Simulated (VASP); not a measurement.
CuO: single point with r2SCAN

Crystal: CuO.

```
Cu O
1.0
     3.17550    0.00000    0.00000
     0.00000    3.17550    0.00000
     0.00000    0.00000    4.64953
Cu O
2 2
Cartesian
  0.0000 0.0000 0.0000
  1.5877 1.5877 0.0000
  1.5877 0.0000 1.2414
  0.0000 1.5877 3.4081
```

| Quantity | Value |
| --- | --- |
| Program | VASP 6.6.1 |
| Task | single point |
| Functional | r2SCAN |
| Potentials or basis | VASP PAW PBE potentials, release 64 (Cu, O) |
| Cutoff | 520 eV |
| k mesh | 8 × 8 × 6 |
| Occupations | fermi-dirac, width 0.05 eV |
| Spin | no spin polarisation |

```json
{
  "Pressure": "11.3 GPa",
  "Largest force": "1.357 eV/Å",
  "Band gap on the k mesh": "zero (bands 17 and 18 overlap by 0.95 eV)"
}
```

Forces on the atoms (eV/Å):
```
Cu   0.000  0.000  0.000
Cu   0.000  0.000  0.000
O    0.000  0.000 -1.357
O    0.000  0.000  1.357
```

Stress tensor (GPa, compression positive):
```
 24.39   0.00   0.00
  0.00  24.39   0.00
  0.00   0.00 -14.83
```

Levels at points of the mesh, in eV from the Fermi level:
| k point | band 15 | band 16 | band 17 | band 18 | band 19 | band 20 |
| --- | --- | --- | --- | --- | --- | --- |
| (0.00, 0.00, 0.00) | -0.58 | -0.31 | 0.47 | 0.47 | 1.50 | 6.96 |
| (0.50, 0.00, 0.00) | -0.27 | -0.27 | 0.00 | 0.00 | 5.79 | 5.79 |
| (0.50, 0.50, 0.00) | -1.60 | -1.60 | -0.48 | -0.48 | 6.06 | 6.06 |
| (0.00, 0.00, 0.50) | -0.76 | -0.58 | 0.29 | 0.29 | 3.11 | 6.13 |
| (0.50, 0.00, 0.50) | 0.04 | 0.04 | 0.09 | 0.09 | 5.63 | 5.63 |
| (0.50, 0.50, 0.50) | -1.67 | -1.67 | -0.36 | -0.36 | 7.03 | 7.03 |

It took 3.5 min on 1 thread of Intel Xeon 8259CL, with other jobs on the host, peak memory 0.2 GiB.

Caveat: the stress differs along the axes, from -15 to 24 GPa; the PAW data sets were made with another functional, which shifts forces and pressure a little; semilocal functionals often make such compounds metallic where correlation or magnetic order opens a gap, which also shifts bond lengths. With open d or f shells a metallic result of r2SCAN can be an artefact of self-interaction; +U or a hybrid may open a gap.
